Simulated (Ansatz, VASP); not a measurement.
**One calculation of K, two programs**

File INCAR:

```
ALGO = Normal ; EDIFF = 1E-6
ENCUT = 520 ; GGA = PS
ISIF = 2 ; ISMEAR = 1
LASPH = True ; LCHARG = False
LREAL = False ; LWAVE = False
NBANDS = 26 ; NELM = 80
PREC = Accurate ; SIGMA = 0.15
```

The input KPOINTS:

```
k-points
0
Gamma
  6 6 2
```

Contents of POSCAR:

```
K
1.0
    4.8847828705      0.0000000000      0.0000000000
   -2.4423914353      4.2303460781      0.0000000000
    0.0000000000      0.0000000000     16.0822584785
K
4
Direct
    0.0000000000      0.0000000000      0.0000000000
    0.3333333333      0.6666666667      0.7500000000
    0.0000000000      0.0000000000      0.5000000000
    0.6666666667      0.3333333333      0.2500000000
```

Input for Ansatz:

```yaml
crystal:
  lattice:
    - [4.884782870527897, 0.0, 0.0]
    - [-2.4423914352639486, 4.230346078060207, 0.0]
    - [0.0, 0.0, 16.08225847852239]
  atoms:
    - { symbol: K, position: [0.0, 0.0, 0.0] }
    - { symbol: K, position: [0.3333333333333333, 0.6666666666666666, 0.75] }
    - { symbol: K, position: [0.0, 0.0, 0.5] }
    - { symbol: K, position: [0.6666666666666666, 0.3333333333333333, 0.25] }
basis:
  ecutwfc: 500.0
kpoints:
  mp_grid:
    grid: [6, 6, 2]
hamiltonian:
  xc: pbesol
  pseudopotentials:
    kind: paw
scf:
  convergence:
    dr2_threshold: 1.0e-09
  occupations:
    method: cold
    width: 0.15
output:
  stress: true
```

Alike in both runs: task single point; functional PBEsol; k mesh 6 × 6 × 2; no spin polarisation.

|  | VASP | Ansatz |
| --- | --- | --- |
| version | VASP 6.6.1 | Ansatz 0.2.0 |
| potentials or method | VASP PAW PBE potentials, release 64 (K_sv), cutoff 520 eV | plane waves, PAW |
| occupations | methfessel-paxton of order 1, width 0.15 eV | cold, width 0.15 eV |
| valence electrons in the cell | 36 | 36 |

Ansatz gave:

* pressure (GPa): -0.4
* traceless stress, the component that is largest in VASP (GPa): -0.15

Q: Which values does VASP return?

A: Pressure (GPa): -0.4; traceless stress, the component that is largest in VASP (GPa): -0.17.

VASP's potentials were made for PBE, not for PBEsol. Ansatz's warnings: stress scf threshold loose.
